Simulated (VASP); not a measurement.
Wanted: the native input for a VASP 6.6.1 run.

| Quantity | Value |
| --- | --- |
| Task | single point |
| Functional | LDA |
| Potentials or basis | VASP PAW LDA potentials, release 64 (Ca_sv) |
| Cutoff | 520 eV |
| k mesh | 7 × 7 × 2 |
| Occupations | fermi-dirac, width 0.15 eV |
| Spin | no spin polarisation |
| Dipole correction | no |
| Further INCAR settings | ALGO = Normal; EDIFF = 1e-06; NBANDS = 17 |

The structure of Ca lies in POSCAR:

```
Ca
1.0
    3.6366940000      0.0000000000      0.0000000000
   -1.8183470000      3.1494690000      0.0000000000
    0.0000000000      0.0000000000     11.3355990000
Ca
2
Direct
    0.6666666667      0.3333333333      0.6430200000
    0.3333333333      0.6666666667      0.3569800000
```

The input as run:

INCAR

```
SYSTEM = Ca
PREC = Accurate
ENCUT = 520
EDIFF = 1E-6
ISMEAR = -1
SIGMA = 0.15
LREAL = .False.
LASPH = .True.
NELM = 60
ALGO = Normal
ISIF = 2
LWAVE = .False.
LCHARG = .False.
NBANDS = 17
```

KPOINTS

```
Automatic mesh
0
Gamma
  7 7 2
  0 0 0
```

Potentials or basis: VASP PAW LDA potentials, release 64 (Ca_sv).

Launch:

```sh
$ cat potpaw_LDA.64/Ca_sv/POTCAR > POTCAR
$ mpirun -np 1 vasp_std > vasp.out
```

Results of the run:

- Largest force: 0.218 eV/Å
- Band gap on the k mesh: zero (bands 10 and 11 overlap by 0.59 eV)

Wall time 29 s on 1 thread of Intel(R) Xeon(R) Platinum 8259CL CPU @ 2.50GHz (Skylake/Cascade Lake) (shared host), peak memory 0.2 GiB.
